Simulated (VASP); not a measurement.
# Hg (I-42d) in VASP: a series of runs

Hg is run at these levels: PBE; tasks: single point.

Program: VASP 6.6.1. These are calculated values, not measurements. Logs are shortened: lines on timing, memory, paths and dates and some standing lists are left out, and cuts for length are marked.

## (1) The cell of the first run

It takes space group I-42d (No. 122, tetragonal). Conventional cell: a = 6.323 Å, b = 6.323 Å, c = 6.553 Å, α = 90.00°, β = 90.00°, γ = 90.00°. Hg (site symmetry 2) has 12 Hg at 3.32 to 4.08 Å within 4.4 Å.

## (2) Single point, PBE

File INCAR:

```
ALGO = Normal
EDIFF = 1E-6
ENCUT = 500
GGA = PE
GGA_COMPAT = False
ISIF = 2
ISMEAR = 0
LASPH = True
LCHARG = False
LREAL = False
LWAVE = False
NBANDS = 32
NELM = 120
PREC = Accurate
SIGMA = 0.05
```

File KPOINTS:

```
k-points
0
Gamma
  8 8 8
```

File POSCAR:

```
Hg
1.0
   -3.1612644536      3.1612644536      3.2764187191
    3.1612644536     -3.1612644536      3.2764187191
    3.1612644536      3.1612644536     -3.2764187191
Hg
4
Direct
    0.8750000000      0.3292670000      0.9542670000
    0.3750000000      0.9207330000      0.0457330000
    0.6707330000      0.6250000000      0.5457330000
    0.0792670000      0.1250000000      0.4542670000
```

Potentials or basis: VASP PAW PBE potentials, release 64 (Hg).

The run is started by

```sh
> cat potpaw_PBE.64/Hg/POTCAR > POTCAR
> mpirun -np 1 vasp_std > vasp.out
```

OUTCAR:

```text
EDIFF = 1E-6
   ENCUT = 500
   GGA = PE
   ISIF = 2
   ISMEAR = 0
   LASPH = True
   LREAL = False
   NELM = 120
   PREC = Accurate

 ion  position               nearest neighbor table
   1  0.875  0.329  0.954-   3 3.32   4 3.32   4 3.32   3 3.32   2 3.33   2 3.33   3 3.83   3 3.83
                             4 3.83   4 3.83
   2  0.375  0.921  0.046-   4 3.32   3 3.32   3 3.32   4 3.32   1 3.33   1 3.33   4 3.83   3 3.83
                             3 3.83   4 3.83
   3  0.671  0.625  0.546-   2 3.32   1 3.32   2 3.32   1 3.32   4 3.33   4 3.33   1 3.83   2 3.83
                             1 3.83   2 3.83
   4  0.079  0.125  0.454-   2 3.32   2 3.32   1 3.32   1 3.32   3 3.33   3 3.33   2 3.83   2 3.83
                             1 3.83   1 3.83

  LATTYP: Found a body centered tetragonal cell.
 ALAT       =     6.3225289072
 C/A-ratio  =     1.0364266474

  Lattice vectors:

 A1 = (  -3.1612644536,   3.1612644536,   3.2764187191)
 A2 = (   3.1612644536,  -3.1612644536,   3.2764187191)
 A3 = (   3.1612644536,   3.1612644536,  -3.2764187191)

Analysis of symmetry for initial positions (statically):
=====================================================================
 Subroutine PRICEL returns:
 Original cell was already a primitive cell.

 Routine SETGRP: Setting up the symmetry group for a
 body centered tetragonal supercell.

 Subroutine GETGRP returns: Found  8 space group operations
 (whereof  4 operations were pure point group operations)
 out of a pool of 16 trial point group operations.

The static configuration has the point symmetry S_4 .
 The point group associated with its full space group is D_2d.

Analysis of symmetry for dynamics (positions and initial velocities):
=====================================================================
 Subroutine PRICEL returns:
 Original cell was already a primitive cell.

 Routine SETGRP: Setting up the symmetry group for a
 body centered tetragonal supercell.

 Subroutine GETGRP returns: Found  8 space group operations
 (whereof  4 operations were pure point group operations)
 out of a pool of 16 trial point group operations.

The dynamic configuration has the point symmetry S_4 .
 The point group associated with its full space group is D_2d.

 Subroutine INISYM returns: Found  8 space group operations
 (whereof  4 operations are pure point group operations),
 and found     1 'primitive' translations

----------------------------------------------------------------------------------------

                                     Primitive cell

  volume of cell :     130.9728

  direct lattice vectors                    reciprocal lattice vectors
    -3.161264454  3.161264454  3.276418719     0.000000000  0.158164560  0.152605647
     3.161264454 -3.161264454  3.276418719     0.158164560  0.000000000  0.152605647
     3.161264454  3.161264454 -3.276418719     0.158164560  0.158164560  0.000000000

  length of vectors
     5.542752521  5.542752521  5.542752521     0.219782874  0.219782874  0.223678465

  position of ions in fractional coordinates (direct lattice)
     0.875000000  0.329267000  0.954267000
     0.375000000  0.920733000  0.045733000
     0.670733000  0.625000000  0.545733000
     0.079267000  0.125000000  0.454267000

  ion indices of the primitive-cell ions
   primitive index   ion index
                 1           1
                 2           2
                 3           3
                 4           4

----------------------------------------------------------------------------------------

 KPOINTS: k-points

Automatic generation of k-mesh.
 Grid dimensions read from file:
 generate k-points for:    8    8    8

 Generating k-lattice:

  Cartesian coordinates                     Fractional coordinates (reciprocal lattice)
     0.000000000  0.019770570  0.019075706     0.125000000  0.000000000  0.000000000
     0.019770570  0.000000000  0.019075706     0.000000000  0.125000000  0.000000000
     0.019770570  0.019770570  0.000000000     0.000000000  0.000000000  0.125000000

  Length of vectors
     0.027472859  0.027472859  0.027959808

  Shift w.r.t. Gamma in fractional coordinates (k-lattice)
     0.000000000  0.000000000  0.000000000

 Subroutine IBZKPT returns following result:
 ===========================================

 Found     59 irreducible k-points:

 Following reciprocal coordinates:
            Coordinates               Weight
  0.000000  0.000000  0.000000      1.000000
  0.125000  0.000000 -0.000000      8.000000
  0.250000  0.000000 -0.000000      8.000000
  0.375000  0.000000  0.000000      8.000000
  0.500000  0.000000 -0.000000      4.000000
  0.125000  0.125000 -0.000000      8.000000
[... 16 lines left out ...]
  0.250000  0.125000  0.125000     16.000000
  0.375000  0.125000  0.125000      8.000000
 [... further k-points ...]
   k-points           NKPTS =     59   k-points in BZ     NKDIM =     59   number of bands    NBANDS=     32
   number of dos      NEDOS =    301   number of ions     NIONS =      4
   total plane-waves  NPLWV =  64000
   dimension x,y,z NGX =    40 NGY =   40 NGZ =   40
   dimension x,y,z NGXF=    80 NGYF=   80 NGZF=   80
   ions per type =               4
   NGX,Y,Z   is equivalent  to a cutoff of  12.00, 12.00, 12.00 a.u.
   NGXF,Y,Z  is equivalent  to a cutoff of  23.99, 23.99, 23.99 a.u.
 SYSTEM =  unknown system
   PREC   = accura    normal or accurate (medium, high low for compatibility)
   ISTART =      0    job   : 0-new  1-cont  2-samecut
   ICHARG =      2    charge: 1-file 2-atom 10-const
   ISPIN  =      1    spin polarized calculation?
   LNONCOLLINEAR =      F non collinear calculations
   LSORBIT =      F    spin-orbit coupling
   LASPH  =      T    aspherical Exc in radial PAW
   ENCUT  =  500.0 eV  36.75 Ry    6.06 a.u.  10.11 10.11 10.11*2*pi/ulx,y,z
   NELM   =    120;   NELMIN=  2; NELMDL= -5     # of ELM steps
   EDIFF  = 0.1E-05   stopping-criterion for ELM
   LREAL  =      F    real-space projection
   EDIFFG = 0.1E-04   stopping-criterion for IOM
   NSW    =      0    number of steps for IOM
   IBRION =     -1    ionic relax: 0-MD 1-quasi-New 2-CG
   NFREE  =      0    steps in history (QN), initial steepest desc. (CG)
   ISIF   =      2    stress and relaxation
   ISYM   =      2    0-nonsym 1-usesym 2-fastsym
   POTIM  = 0.5000    time-step for ionic-motion
   TEBEG  =    0.0;   TEEND  =   0.0 temperature during run
   PSTRESS=    0.0 pullay stress
   NELECT =      48.0000    total number of electrons
   NUPDOWN=      -1.0000    fix difference up-down
   EMIN   =  10.00;   EMAX   =-10.00  energy-range for DOS
   EFERMI =   0.00;   METHOD = LEGACY
   ISMEAR =     0;   SIGMA  =   0.05  broadening in eV -4-tet -1-fermi 0-gaus
   EFERMI_NEDOS =   21; number of points for ismear=-14 and -15
   IALGO  =     38    algorithm
   IMIX   =      4    mixing-type and parameters
     AMIX     =   0.40;   BMIX     =  1.00
     AMIX_MAG =   1.60;   BMIX_MAG =  1.00
  volume/ion in A,a.u.               =      32.74       220.96
  Fermi-wavevector in a.u.,A,eV,Ry     =   1.171552  2.213912 18.674459  1.372534
  Thomas-Fermi vector in A             =   2.307994
   LORBIT       =      0    0 simple, 1 ext, 2 COOP (PROOUT), +10 PAW based schemes
   GGA     = PE    functional components
   LHFCALC =     F    Hartree Fock is set to
   AEXX    =    0.0000 exact exchange contribution
   IVDW    =     0    specifies the selected vdW correction
   LEPSILON=     F    determine dielectric tensor
   LRPA    =     F    only Hartree local field effects (RPA)
 non-spin polarized calculation
 Gauss-broadening in eV      SIGMA  =   0.05
  energy-cutoff  :      500.00
  volume of cell :      130.97
 maximum number of plane-waves:      3364
   NGX = 21   NGY = 21   NGZ = 21

 number of electron      48.0000005 magnetization

 Free energy of the ion-electron system (eV)
  ---------------------------------------------------
  ext. energy  EPLUGINS =         0.00000000
  ---------------------------------------------------
  free energy    TOTEN  =        -0.62529692 eV

  energy without entropy =       -0.62424356  energy(sigma->0) =       -0.62477024

 E-fermi :   0.3814     XC(G=0):  -9.0521

 val. band max:        0.3807096160   @ k =  -0.3750  -0.3750   0.3750
 cond. band min:       0.3878649767   @ k =  -0.3750   0.5000   0.3750
 fundamental gap:      0.0071553608
 Fermi energy:         0.3813889356

 k-point     1 :       0.0000    0.0000    0.0000
  band No.  band energies     occupation
      1      -6.4310      2.00000
      2      -6.2323      2.00000
      3      -5.9920      2.00000
      4      -5.9662      2.00000
      5      -5.8182      2.00000
      6      -5.7400      2.00000
[... 24 lines left out ...]
     31       4.5268      0.00000
     32       4.7323      0.00000

 k-point     2 :       0.1250    0.0000   -0.0000
  band No.  band energies     occupation
      1      -6.3300      2.00000
      2      -6.2014      2.00000
      3      -6.0018      2.00000
      4      -5.9284      2.00000
      5      -5.8630      2.00000
      6      -5.7459      2.00000
[... 24 lines left out ...]
     31       5.4965      0.00000
     32       5.9377      0.00000

 k-point     3 :       0.2500    0.0000   -0.0000
  band No.  band energies     occupation
      1      -6.1377      2.00000
      2      -6.1125      2.00000
      3      -5.9780      2.00000
      4      -5.9078      2.00000
      5      -5.8536      2.00000
      6      -5.7512      2.00000
[... 24 lines left out ...]
     31       6.7473      0.00000
     32       7.5991      0.00000

 k-point     4 :       0.3750    0.0000    0.0000
  band No.  band energies     occupation
      1      -6.0790      2.00000
      2      -5.9755      2.00000
      3      -5.9211      2.00000
      4      -5.8860      2.00000
      5      -5.8253      2.00000
      6      -5.7786      2.00000
[... 654 lines left out ...]
     31       7.6735      0.00000
     32       7.8882      0.00000

 k-point    23 :       0.2500    0.1250    0.1250
  band No.  band energies     occupation
      1      -6.0847      2.00000
      2      -5.9810      2.00000
      3      -5.9595      2.00000
      4      -5.9073      2.00000
      5      -5.8402      2.00000
      6      -5.7973      2.00000
[... 24 lines left out ...]
     31       6.8789      0.00000
     32       7.1552      0.00000

 k-point    24 :       0.3750    0.1250    0.1250
  band No.  band energies     occupation
      1      -6.0061      2.00000
      2      -6.0013      2.00000
      3      -5.9358      2.00000
      4      -5.9249      2.00000
      5      -5.8374      2.00000
      6      -5.8325      2.00000
[... 24 lines left out ...]
     31       6.9785      0.00000
     32       7.2557      0.00000

 [... further k-points ...]

------------------------ aborting loop because EDIFF is reached ----------------------------------------

  FORCE on cell =-STRESS in cart. coord.  units (eV):
  Direction    XX          YY          ZZ          XY          YZ          ZX
  --------------------------------------------------------------------------------------
  -------------------------------------------------------------------------------------
  Total        0.0801972      0.0801972      0.5745907      0.0000000      0.0000000     -0.0000000
  in kB        0.9810451      0.9810451      7.0289124      0.0000000      0.0000000     -0.0000000
  external PRESSURE =       2.9970009 kB  Pullay stress =       0.0000000 kB

 VOLUME and BASIS-vectors are now :
 -----------------------------------------------------------------------------
  energy-cutoff  :      500.00
  volume of cell :      130.97
      direct lattice vectors                 reciprocal lattice vectors
    -3.161264454  3.161264454  3.276418719     0.000000000  0.158164560  0.152605647
     3.161264454 -3.161264454  3.276418719     0.158164560  0.000000000  0.152605647
     3.161264454  3.161264454 -3.276418719     0.158164560  0.158164560  0.000000000

 POSITION                                       TOTAL-FORCE (eV/Angst)
 -----------------------------------------------------------------------------------
      1.29148      4.74190      0.81910         0.024114     -0.000000      0.000000
      1.86978     -1.58063      4.09552        -0.024114     -0.000000      0.000000
      1.58063      1.86978      2.45731        -0.000000     -0.024114      0.000000
      1.58063      1.29148     -0.81910         0.000000      0.024114      0.000000
 -----------------------------------------------------------------------------------
    total drift:                               -0.000000     -0.000000      0.000000

  FREE ENERGIE OF THE ION-ELECTRON SYSTEM (eV)
  ---------------------------------------------------
  free  energy   TOTEN  =        -0.6252969194 eV

  energy  without entropy=       -0.6242435554  energy(sigma->0) =       -0.62477024
```

It used 390 s of CPU time on 1 thread of AMD EPYC 7R13 Processor (Zen 3) (shared host).

What came out:

* Free energy: -0.6253 eV
* Pressure: 0.3 GPa
* Largest force: 0.024 eV/Å
* Band gap on the k mesh: zero (band 24 reaches 0.56 eV, above the bottom of band 25 at 0.22 eV)

Forces in eV/Å, atoms in the order of the input:
```
Hg   0.024  0.000  0.000
Hg  -0.024  0.000  0.000
Hg   0.000 -0.024  0.000
Hg   0.000  0.024  0.000
```

Stress tensor (GPa, compression positive):
```
0.10 0.00 0.00
0.00 0.10 0.00
0.00 0.00 0.70
```

Caveat: spin-orbit coupling is left out, which moves the levels of the heavy elements.

## (3) Single point, PBE

This run uses another cell than the first one, of 34.83 Å³/atom, 1.064 times its volume.

File INCAR:

```
PREC = Accurate ; ENCUT = 500
EDIFF = 1E-6 ; ISMEAR = 0
SIGMA = 0.05 ; LREAL = False
LASPH = True ; NELM = 120
ALGO = Normal ; ISIF = 2
LWAVE = False ; LCHARG = False
GGA = PE ; NBANDS = 32
GGA_COMPAT = False
```

File KPOINTS:

```
Automatic mesh
0
Gamma
  8 8 8
```

File POSCAR:

```
Hg
1.0
   -3.2271430000      3.2271430000      3.3446970000
    3.2271430000     -3.2271430000      3.3446970000
    3.2271430000      3.2271430000     -3.3446970000
Hg
4
Direct
    0.8750000000      0.3292670000      0.9542670000
    0.3750000000      0.9207330000      0.0457330000
    0.6707330000      0.6250000000      0.5457330000
    0.0792670000      0.1250000000      0.4542670000
```

Potentials or basis: VASP PAW PBE potentials, release 64 (Hg).

The run is started by

```sh
> cat potpaw_PBE.64/Hg/POTCAR > POTCAR
> mpirun -np 1 vasp_std > vasp.out
```

It took 15 min on 1 thread of AMD EPYC 7R13 (Zen 3), shared host; peak memory 0.32 GiB.

Results (log left out):

```
Free energy            : -0.6376 eV
Pressure               : 0.0 GPa
Band gap on the k mesh : 0.06 eV, indirect (least direct gap 1.15 eV)
```

Stress tensor (GPa, compression positive):
```
-0.09  0.00  0.00
 0.00 -0.09  0.00
 0.00  0.00  0.28
```

Levels at points of the mesh, in eV from the valence-band top:
```
           k point  band 21  band 22  band 23  band 24  band 25  band 26  band 27  band 28
(0.00, 0.00, 0.00)    -5.25    -0.61    -0.61    -0.06     2.26     2.26     2.98     2.98
(0.50, 0.00, 0.00)    -4.39    -3.83    -1.54    -1.02     1.63     2.22     4.23     4.29
(0.50, 0.50, 0.00)    -4.18    -4.18    -0.73    -0.73     0.72     0.72     4.84     4.84
(0.50, 0.50, 0.50)    -2.65    -2.65    -2.48    -2.48     0.06     0.06     4.36     4.36
```

Caveat: spin-orbit coupling is left out, which moves the levels of the heavy elements. A k mesh can miss the band edges.
